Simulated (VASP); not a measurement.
# C (Fd-3m) in VASP: a series of runs

The runs below take C through elastic constants, with r2SCAN.

Everything below comes from runs of VASP 6.6.1. Logs are shortened: lines on timing, memory, paths and dates and some standing lists are left out, and cuts for length are marked.

### Step 1. The cell of the first run

It takes space group Fd-3m (No. 227, cubic). Conventional cell: a = 3.542 Å, b = 3.542 Å, c = 3.542 Å, α = 90.00°, β = 90.00°, γ = 90.00°. C (site symmetry -43m) has 4 C at 1.53 Å within 2.0 Å.

### Step 2. Elastic constants, r2SCAN

Contents of INCAR:

```
PREC     = Accurate       # precision mode
ENCUT    = 600            # plane-wave cutoff, eV
EDIFF    = 1E-8           # SCF threshold, eV
ISMEAR   = 0              # smearing method
SIGMA    = 0.01           # smearing width, eV
LREAL    = F              # projectors in reciprocal space
LASPH    = T              # aspherical terms in the spheres
NELM     = 60             # most SCF steps
ALGO     = Normal         # electronic algorithm
ISIF     = 3              # what is computed and relaxed
LWAVE    = F              # write WAVECAR
LCHARG   = F              # write CHGCAR
METAGGA  = R2SCAN         # meta-GGA
LMIXTAU  = T            
IBRION   = 6              # ionic algorithm
NFREE    = 2            
POTIM    = 0.015          # step
NSW      = 1              # ionic steps
```

Contents of KPOINTS:

```
Automatic mesh
0
Gamma
  12 12 12
```

Contents of POSCAR:

```
C
1.0
    0.0000000000      1.7711992739      1.7711992739
    1.7711992739      0.0000000000      1.7711992739
    1.7711992739      1.7711992739      0.0000000000
C
2
Direct
    0.5000000000      0.5000000000      0.5000000000
    0.7500000000      0.7500000000      0.7500000000
```

Potentials or basis: VASP PAW PBE potentials, release 64 (C).

Run with:

```console
cat potpaw_PBE.64/C/POTCAR > POTCAR
mpirun -np 1 vasp_std > vasp.out
```

OUTCAR:

```text
PREC = Accurate
   ENCUT = 600
   EDIFF = 1E-8
   ISMEAR = 0
   LREAL = F
   LASPH = T
   NELM = 60
   ISIF = 3
   METAGGA = R2SCAN
   IBRION = 6
   NFREE = 2
   POTIM = 0.015
   NSW = 1

 ion  position               nearest neighbor table
   1  0.500  0.500  0.500-   2 1.53   2 1.53   2 1.53   2 1.53
   2  0.750  0.750  0.750-   1 1.53   1 1.53   1 1.53   1 1.53

  LATTYP: Found a face centered cubic cell.
 ALAT       =     3.5423985478

  Lattice vectors:

 A1 = (   0.0000000000,   1.7711992739,   1.7711992739)
 A2 = (   1.7711992739,   0.0000000000,   1.7711992739)
 A3 = (   1.7711992739,   1.7711992739,   0.0000000000)

Analysis of symmetry for initial positions (statically):
=====================================================================
 Subroutine PRICEL returns:
 Original cell was already a primitive cell.

 Routine SETGRP: Setting up the symmetry group for a
 face centered cubic supercell.

 Subroutine GETGRP returns: Found 48 space group operations
 (whereof 24 operations were pure point group operations)
 out of a pool of 48 trial point group operations.

The static configuration has the point symmetry T_d .
 The point group associated with its full space group is O_h .

Analysis of symmetry for dynamics (positions and initial velocities):
=====================================================================
 Subroutine PRICEL returns:
 Original cell was already a primitive cell.

 Routine SETGRP: Setting up the symmetry group for a
 face centered cubic supercell.

 Subroutine GETGRP returns: Found 48 space group operations
 (whereof 24 operations were pure point group operations)
 out of a pool of 48 trial point group operations.

The dynamic configuration has the point symmetry T_d .
 The point group associated with its full space group is O_h .

 Subroutine INISYM returns: Found 48 space group operations
 (whereof 24 operations are pure point group operations),
 and found     1 'primitive' translations

----------------------------------------------------------------------------------------

                                     Primitive cell

  volume of cell :      11.1130

  direct lattice vectors                    reciprocal lattice vectors
     0.000000000  1.771199274  1.771199274    -0.282294605  0.282294605  0.282294605
     1.771199274  0.000000000  1.771199274     0.282294605 -0.282294605  0.282294605
     1.771199274  1.771199274  0.000000000     0.282294605  0.282294605 -0.282294605

  length of vectors
     2.504854035  2.504854035  2.504854035     0.488948599  0.488948599  0.488948599

  position of ions in fractional coordinates (direct lattice)
     0.500000000  0.500000000  0.500000000
     0.750000000  0.750000000  0.750000000

  ion indices of the primitive-cell ions
   primitive index   ion index
                 1           1
                 2           2

----------------------------------------------------------------------------------------

 KPOINTS: Automatic mesh

Automatic generation of k-mesh.
 Grid dimensions read from file:
 generate k-points for:   12   12   12

 Generating k-lattice:

  Cartesian coordinates                     Fractional coordinates (reciprocal lattice)
    -0.023524550  0.023524550  0.023524550     0.083333333  0.000000000  0.000000000
     0.023524550 -0.023524550  0.023524550     0.000000000  0.083333333  0.000000000
     0.023524550  0.023524550 -0.023524550     0.000000000  0.000000000  0.083333333

  Length of vectors
     0.040745717  0.040745717  0.040745717

  Shift w.r.t. Gamma in fractional coordinates (k-lattice)
     0.000000000  0.000000000  0.000000000

 Subroutine IBZKPT returns following result:
 ===========================================

 Found     72 irreducible k-points:

 Following reciprocal coordinates:
            Coordinates               Weight
  0.000000  0.000000  0.000000      1.000000
  0.083333  0.000000  0.000000      8.000000
  0.166667  0.000000  0.000000      8.000000
  0.250000  0.000000  0.000000      8.000000
  0.333333  0.000000  0.000000      8.000000
  0.416667  0.000000  0.000000      8.000000
[... 16 lines left out ...]
  0.500000  0.166667  0.000000     24.000000
 -0.416667  0.166667  0.000000     24.000000
[... 41 lines left out ...]
  Fermi-wavevector in a.u.,A,eV,Ry     =   1.467216  2.772636 29.289574  2.152723
  Thomas-Fermi vector in A             =   2.582860
   LORBIT       =      0    0 simple, 1 ext, 2 COOP (PROOUT), +10 PAW based schemes
   METAGGA = R2SCAN    functional components
   LHFCALC =     F    Hartree Fock is set to
   AEXX    =    0.0000 exact exchange contribution
   IVDW    =     0    specifies the selected vdW correction
   LEPSILON=     F    determine dielectric tensor
   LRPA    =     F    only Hartree local field effects (RPA)
 finite differences with symmetry
 non-spin polarized calculation
 Gauss-broadening in eV      SIGMA  =   0.01
  energy-cutoff  :      600.00
  volume of cell :       11.11
 maximum number of plane-waves:       388
   NGX =  9   NGY =  9   NGZ =  9

--------------------------------------- Ionic step        1  -------------------------------------------

 number of electron       7.9999999 magnetization

 Free energy of the ion-electron system (eV)
  ---------------------------------------------------
  ext. energy  EPLUGINS =         0.00000000
  ---------------------------------------------------
  free energy    TOTEN  =       -19.65903087 eV

  energy without entropy =      -19.65903087  energy(sigma->0) =      -19.65903087

------------------------ aborting loop because EDIFF is reached ----------------------------------------

  FORCE on cell =-STRESS in cart. coord.  units (eV):
  Direction    XX          YY          ZZ          XY          YZ          ZX
  --------------------------------------------------------------------------------------
  -------------------------------------------------------------------------------------
  Total        0.5123608      0.5123608      0.5123608     -0.0000000     -0.0000000      0.0000000
  in kB       73.8676410     73.8676410     73.8676410     -0.0000000     -0.0000000      0.0000000
  external PRESSURE =      73.8676410 kB  Pullay stress =       0.0000000 kB
[... 89 lines left out ...]
  FREE ENERGIE OF THE ION-ELECTRON SYSTEM (eV)
  ---------------------------------------------------
  free  energy   TOTEN  =       -19.6422864875 eV

  energy  without entropy=      -19.6422864875  energy(sigma->0) =      -19.64228649

 E-fermi :   9.9444     XC(G=0): -14.2889

 val. band max:        9.8742990102   @ k =   0.0000   0.0000   0.0000
 cond. band min:      14.0309043202   @ k =   0.3333   0.0000   0.3333
 fundamental gap:      4.1566053100
 Fermi energy:         9.9443529161

 k-point     1 :       0.0000    0.0000    0.0000
  band No.  band energies     occupation
      1     -12.9791      2.00000
      2       9.6342      2.00000
      3       9.8743      2.00000
      4       9.8743      2.00000
      5      15.5808      0.00000
      6      15.5808      0.00000
      7      15.7807      0.00000
      8      23.7432      0.00000
[... 243 lines left out ...]
 k-point    24 :      -0.4167    0.1667    0.0000
  band No.  band energies     occupation
      1      -6.5331      2.00000
      2      -3.4931      2.00000
      3       3.7916      2.00000
      4       6.1197      2.00000
      5      17.9366      0.00000
      6      20.6187      0.00000
      7      21.4273      0.00000
      8      26.2994      0.00000

 [... further k-points ...]

[... ionic steps 4 to 12 ...]

--------------------------------------- Ionic step       13  -------------------------------------------

 number of electron       7.9999999 magnetization

------------------------ aborting loop because EDIFF is reached ----------------------------------------
[... 67 lines left out ...]
--------------------------------------- Ionic step       15  -------------------------------------------

 number of electron       7.9999999 magnetization

 Free energy of the ion-electron system (eV)
  ---------------------------------------------------
  ext. energy  EPLUGINS =         0.00000000
  ---------------------------------------------------
  free energy    TOTEN  =       -19.65452581 eV

  energy without entropy =      -19.65452581  energy(sigma->0) =      -19.65452581

 E-fermi :  10.4280     XC(G=0): -14.3706

 val. band max:       10.2599067659   @ k =   0.0000   0.0000   0.0000
 cond. band min:      14.3987454172   @ k =   0.3333   0.3333   0.0000
 fundamental gap:      4.1388386512
 Fermi energy:        10.4279632826

 k-point     1 :       0.0000    0.0000    0.0000
  band No.  band energies     occupation
      1     -12.9696      2.00000
      2       9.7644      2.00000
      3      10.0156      2.00000
      4      10.2599      2.00000
      5      15.6908      0.00000
      6      15.8999      0.00000
      7      16.1203      0.00000
      8      24.3244      0.00000
[... 282 lines left out ...]
  FREE ENERGIE OF THE ION-ELECTRON SYSTEM (eV)
  ---------------------------------------------------
  free  energy   TOTEN  =       -19.6545258103 eV

  energy  without entropy=      -19.6545258103  energy(sigma->0) =      -19.65452581

 INTERNAL STRAIN TENSORS FROM STRAINED CELLS
 ============================================

 INTERNAL STRAIN TENSOR FOR ION    1 for displacements in x,y,z  (eV/Angst):
          X           Y           Z          XY          YZ          ZX
  --------------------------------------------------------------------------------
  x     0.00000    -0.00000     0.00000     0.00000     3.32818     0.00000
  y     0.00000    -0.00000     0.00000    -0.00000     0.00000     3.32817
  z     0.00000    -0.00000    -0.00000     3.32911     0.00000     0.00000

 INTERNAL STRAIN TENSORS FROM DISPLACED ATOMS
 ============================================

 INTERNAL STRAIN TENSOR FOR ION    1 for displacements in x,y,z  (eV/Angst):
          X           Y           Z          XY          YZ          ZX
  --------------------------------------------------------------------------------
  x     0.00000     0.00000     0.00000     0.00000     3.32751     0.00000
  y     0.00000     0.00000     0.00000     0.00000     0.00000     3.32751
  z     0.00000     0.00000     0.00000     3.32751     0.00000     0.00000

 INTERNAL STRAIN TENSOR FOR ION    2 for displacements in x,y,z  (eV/Angst):
          X           Y           Z          XY          YZ          ZX
  --------------------------------------------------------------------------------
  x     0.00000     0.00000     0.00000     0.00000    -3.32751     0.00000
  y     0.00000     0.00000     0.00000     0.00000     0.00000    -3.32751
  z     0.00000     0.00000     0.00000    -3.32751     0.00000     0.00000

 Eigenvectors and eigenvalues of the dynamical matrix
 ----------------------------------------------------

   1 f  =   40.365302 THz   253.622671 2PiTHz 1346.441535 cm-1   166.937399 meV
             X         Y         Z           dx          dy          dz
      1.771199  1.771199  1.771199     0.000000   -0.707107    0.000000
      2.656799  2.656799  2.656799     0.000000    0.707107    0.000000
[... 21 lines left out ...]
   6 f  =    0.000000 THz     0.000000 2PiTHz    0.000000 cm-1     0.000000 meV
             X         Y         Z           dx          dy          dz
      1.771199  1.771199  1.771199     0.000000    0.000000    0.707107
      2.656799  2.656799  2.656799     0.000000    0.000000    0.707107

--------------------------------------------------------------------------------------------------------

 ELASTIC MODULI CONTR FROM IONIC RELAXATION (kBar)
 Direction    XX          YY          ZZ          XY          YZ          ZX
 --------------------------------------------------------------------------------
 XX           0.0000      0.0000      0.0000      0.0000      0.0000      0.0000
 YY           0.0000      0.0000      0.0000      0.0000      0.0000      0.0000
 ZZ           0.0000      0.0000      0.0000      0.0000      0.0000      0.0000
 XY           0.0000      0.0000      0.0000    -39.8706      0.0000      0.0000
 YZ           0.0000      0.0000      0.0000      0.0000    -39.8706      0.0000
 ZX           0.0000      0.0000      0.0000      0.0000      0.0000    -39.8706
 --------------------------------------------------------------------------------

 TOTAL ELASTIC MODULI (kBar)
 Direction    XX          YY          ZZ          XY          YZ          ZX
 --------------------------------------------------------------------------------
 XX       11393.7433   1332.4332   1332.4332      0.0000      0.0000     -0.0000
 YY        1332.4332  11393.7433   1332.4332     -0.0000      0.0000      0.0000
 ZZ        1332.4332   1332.4332  11393.7433      0.0000     -0.0000      0.0000
 XY           0.0000     -0.0000      0.0000   6101.4869      0.0000      0.0000
 YZ           0.0000      0.0000     -0.0000      0.0000   6101.4869      0.0000
 ZX          -0.0000      0.0000      0.0000      0.0000      0.0000   6101.4869
 --------------------------------------------------------------------------------
```

Run time: 11 min. Hardware: 1 thread of Intel Xeon 6975P-C (Granite Rapids), shared host; peak memory 0.19 GiB.

Results:

```yaml
Elastic_constants_C11_C12_C44: 1139, 133, 610 GPa
Voigt_bulk_modulus: 469 GPa
Highest_phonon_frequency_at_Γ: 1346 cm⁻¹
```

Phonon frequencies in cm⁻¹ (negative: imaginary):
| q point | frequencies |
| --- | --- |
| (0.000, 0.000, 0.000) | 0 0 0 1346 1346 1346 |

Elastic tensor in Voigt notation (GPa, in the Cartesian axes of the cell as first typed):
```
1139  133  133    0    0    0
 133 1139  133    0    0    0
 133  133 1139    0    0    0
   0    0    0  610    0    0
   0    0    0    0  610    0
   0    0    0    0    0  610
```

Clamped-ion elastic tensor (GPa):
```
1139  133  133    0    0    0
 133 1139  133    0    0    0
 133  133 1139    0    0    0
   0    0    0  614    0    0
   0    0    0    0  614    0
   0    0    0    0    0  614
```

Caveat: the cell is under stress, which shifts elastic constants; the PAW data sets were made with another functional, which shifts forces and pressure a little.

### Step 3. Elastic constants, r2SCAN

This run uses another cell than the first one, of 5.63 Å³/atom.

Contents of INCAR:

```
SYSTEM = C
PREC = Accurate ; ENCUT = 600
EDIFF = 1E-8 ; ISMEAR = 0
SIGMA = 0.01 ; LREAL = .FALSE.
LASPH = .TRUE. ; NELM = 60
ALGO = Normal ; ISIF = 3
LWAVE = .FALSE. ; LCHARG = .FALSE.
METAGGA = R2SCAN ; LMIXTAU = .TRUE.
IBRION = 6 ; NFREE = 2
POTIM = 0.015 ; NSW = 1
```

Contents of KPOINTS:

```
Automatic mesh
0
G
  12 12 12
  0 0 0
```

Contents of POSCAR:

```
C
1.0
    0.0000000000      1.7788378178      1.7788378178
    1.7788378178      0.0000000000      1.7788378178
    1.7788378178      1.7788378178      0.0000000000
C
2
Direct
    0.5000000000      0.5000000000      0.5000000000
    0.7500000000      0.7500000000      0.7500000000
```

Potentials or basis: VASP PAW PBE potentials, release 64 (C).

Run with:

```console
cat potpaw_PBE.64/C/POTCAR > POTCAR
mpirun -np 1 vasp_std > vasp.out
```

It took 15 min on 1 thread of Intel Xeon Platinum 8488C (Sapphire Rapids), shared host; peak memory 0.2 GiB.

It converged, with:

```yaml
Elastic_constants_C11_C12_C44: 1114, 122, 592 GPa
Voigt_bulk_modulus: 453 GPa
Highest_phonon_frequency_at_Γ: 1330 cm⁻¹
```

Phonon frequencies in cm⁻¹ (negative: imaginary):
```
              q point           frequencies
(0.000, 0.000, 0.000)  0 0 0 1330 1330 1330
```

Elastic tensor in Voigt notation (GPa, in the Cartesian axes of the cell as first typed):
```
1114  122  122    0    0    0
 122 1114  122    0    0    0
 122  122 1114    0    0    0
   0    0    0  592    0    0
   0    0    0    0  592    0
   0    0    0    0    0  592
```

Clamped-ion elastic tensor (GPa):
```
1114  122  122    0    0    0
 122 1114  122    0    0    0
 122  122 1114    0    0    0
   0    0    0  595    0    0
   0    0    0    0  595    0
   0    0    0    0    0  595
```

Caveat: the cell is under stress, which shifts elastic constants; the PAW data sets were made with another functional, which shifts forces and pressure a little.

### Step 4. Elastic constants, r2SCAN

This run uses another cell than the first one, of 5.52 Å³/atom.

Contents of INCAR:

```
  ALGO = Normal
  EDIFF = 1E-8
  ENCUT = 600
  IBRION = 6
  ISIF = 3
  ISMEAR = 0
  LASPH = T
  LCHARG = F
  LMIXTAU = T
  LREAL = F
  LWAVE = F
  METAGGA = R2SCAN
  NBANDS = 11
  NELM = 60
  NFREE = 2
  NSW = 1
  POTIM = 0.015
  PREC = Accurate
  SIGMA = 0.01
```

Contents of KPOINTS:

```
k-points
0
Gamma
  12 12 12
```

Contents of POSCAR:

```
C
1.0
    0.0000000000      1.7675122453      1.7675122453
    1.7675122453      0.0000000000      1.7675122453
    1.7675122453      1.7675122453      0.0000000000
C
2
Direct
    0.5000000000      0.5000000000      0.5000000000
    0.7500000000      0.7500000000      0.7500000000
```

Run with:

```console
cat potpaw_PBE.64/C/POTCAR > POTCAR
mpirun -np 1 vasp_std > vasp.out
```

It took 27 min on 1 thread of Intel Xeon Platinum 8488C (Sapphire Rapids), shared host; peak memory 0.23 GiB.

It converged, with:

* Elastic constants C11, C12, C44: 1152, 139, 619 GPa
* Voigt bulk modulus: 476 GPa
* Highest phonon frequency at Γ: 1355 cm⁻¹

Phonon frequencies in cm⁻¹ (negative: imaginary):
| q point | frequencies |
| --- | --- |
| (0.000, 0.000, 0.000) | 0 0 0 1355 1355 1355 |

Elastic tensor in Voigt notation (GPa, in the Cartesian axes of the cell as first typed):
```
1152  139  139    0    0    0
 139 1152  139    0    0    0
 139  139 1152    0    0    0
   0    0    0  619    0    0
   0    0    0    0  619    0
   0    0    0    0    0  619
```

Clamped-ion elastic tensor (GPa):
```
1152  139  139    0    0    0
 139 1152  139    0    0    0
 139  139 1152    0    0    0
   0    0    0  624    0    0
   0    0    0    0  624    0
   0    0    0    0    0  624
```

Caveat: the cell is under stress, which shifts elastic constants; the PAW data sets were made with another functional, which shifts forces and pressure a little.
